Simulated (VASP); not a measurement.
Set up this calculation in VASP 6.6.1, as the native input.

```
Task                   : single point
Functional             : r2SCAN
Potentials or basis    : VASP PAW PBE potentials, release 64 (K_sv, F)
Cutoff                 : 520 eV
k mesh                 : 6 × 6 × 6
Occupations            : gaussian, width 0.01 eV
Spin                   : no spin polarisation
Dipole correction      : no
Further INCAR settings : ALGO = Normal; EDIFF = 1e-06; NBANDS = 24
```

KF:

```xyz
4
Lattice="4.6747 0.0000 0.0000 -2.3374 4.0484 0.0000 0.0000 0.0000 5.2014" Properties=species:S:1:pos:R:3 pbc="T T T"
K     0.0000    2.6989   -0.3251
K     2.3374    1.3495    2.2756
F     0.0000    2.6989    2.2756
F     2.3374    1.3495    4.8763
```

This cell differs from its parent crystal: epitaxial xy strain +4.2%.

These files were run (other wordings do the same):

POSCAR

```
KF
1.0
    4.6747178109      0.0000000000      0.0000000000
   -2.3373589055      4.0484243798      0.0000000000
    0.0000000000      0.0000000000      5.2013802486
K F
2 2
Direct
    0.3333333333      0.6666666667     -0.0625000000
    0.6666666667      0.3333333333      0.4375000000
    0.3333333333      0.6666666667      0.4375000000
    0.6666666667      0.3333333333      0.9375000000
```

INCAR.step1

```
  PREC = Accurate
  ENCUT = 520
  ISMEAR = 0
  SIGMA = 0.01
  LREAL = False
  LASPH = True
  NELM = 80
  NBANDS = 24
  GGA = PE
  ALGO = Normal
  EDIFF = 1E-4
  LWAVE = True
  LCHARG = False
```

INCAR.step2

```
  PREC = Accurate
  ENCUT = 520
  EDIFF = 1E-6
  ISMEAR = 0
  SIGMA = 0.01
  LREAL = False
  LASPH = True
  NELM = 80
  ALGO = Normal
  ISIF = 2
  LWAVE = False
  LCHARG = False
  METAGGA = R2SCAN
  LMIXTAU = True
  NBANDS = 24
  ISTART = 1
```

KPOINTS

```
regular mesh
0
Gamma
  6 6 6
```

Potentials or basis: VASP PAW PBE potentials, release 64 (K_sv, F).

The run is started by

```sh
$ cat potpaw_PBE.64/K_sv/POTCAR potpaw_PBE.64/F/POTCAR > POTCAR
$ cp INCAR.step1 INCAR
$ mpirun -np 1 vasp_std > vasp.out
$ cp INCAR.step2 INCAR
$ mpirun -np 1 vasp_std > vasp.out
```

Results of the run:

| Item | Value |
| --- | --- |
| Pressure | -1.3 GPa |
| Band gap on the k mesh | 5.70 eV |

Caveat: the cell differs from its parent crystal (epitaxial xy strain +4.2%); the structure was generated, so it needn't be the stable form of KF; the PAW data sets were made with another functional, which shifts forces and pressure a little.

Wall time 120 s on 1 thread of Intel(R) Xeon(R) 6975P-C (Granite Rapids), on a shared host, peak memory 0.25 GiB.
